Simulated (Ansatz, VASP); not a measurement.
**Ba: VASP beside Ansatz**

The input INCAR:

```
SYSTEM = Ba
ALGO = Normal
EDIFF = 1E-6
ENCUT = 520
GGA = CA
ISIF = 2
ISMEAR = -1
LASPH = .TRUE.
LCHARG = .FALSE.
LREAL = .FALSE.
LWAVE = .FALSE.
NBANDS = 28
NELM = 80
PREC = Accurate
SIGMA = 0.1
```

File KPOINTS:

```
k-points
0
G
  10 10 3
  0 0 0
```

File POSCAR:

```
Ba
1.0
    4.4051415160      0.0000000000      0.0000000000
   -2.2025707580      3.8149644601      0.0000000000
    0.0000000000      0.0000000000     14.3429870881
Ba
4
Direct
    1.0000000000      1.0000000000      0.0000000000
    1.0000000000      0.0000000000      0.5000000000
    0.3333333333      0.6666666667      0.2500000000
    0.6666666667      0.3333333333      0.7500000000
```

Input for Ansatz:

```yaml
crystal:
  lattice:
    - [4.405141516, 0.0, 0.0]
    - [-2.202570758, 3.8149644601, 0.0]
    - [0.0, 0.0, 14.3429870881]
  atoms:
    - { symbol: Ba, position: [1.0, 1.0, 0.0] }
    - { symbol: Ba, position: [1.0, 0.0, 0.5] }
    - { symbol: Ba, position: [0.3333333333, 0.6666666667, 0.25] }
    - { symbol: Ba, position: [0.6666666667, 0.3333333333, 0.75] }
hamiltonian:
  xc: lda
  pseudopotentials:
    kind: paw
    azcp:
      Ba: "pseudopotentials/Ba.paw.azcp"
basis:
  ecutwfc: 420
  fft_grid_basis: typed
kpoints:
  mp_grid: { grid: [10, 10, 3], shift: [0, 0, 0] }
magnetization:
  spin_polarized: false
scf:
  occupations: { method: fermi_dirac, width: 0.1 }
  lower_state_search: "off"
output:
  stress: true
```

Alike in both runs: task single point; functional LDA; k mesh 10 × 10 × 3; occupations fermi-dirac, width 0.1 eV; no spin polarisation.

```csv
,VASP,Ansatz
version,VASP 6.6.1,Ansatz 0.2.0
potentials or method,"VASP PAW LDA potentials, release 64 (Ba_sv), cutoff 520 eV","plane waves (420 eV) with PAW, scalar-relativistic"
valence electrons in the cell,40,40
```

|  | VASP | Ansatz | Ansatz less VASP |
| --- | --- | --- | --- |
| pressure (GPa) | -0.9 | -0.9 | -0.05 |

Ansatz warns that its potentials were made for another functional, while VASP's fit it. LDA's correlation is that of Perdew and Zunger in VASP and of Perdew and Wang (1992) in Ansatz.

Neither program's run includes spin-orbit coupling.
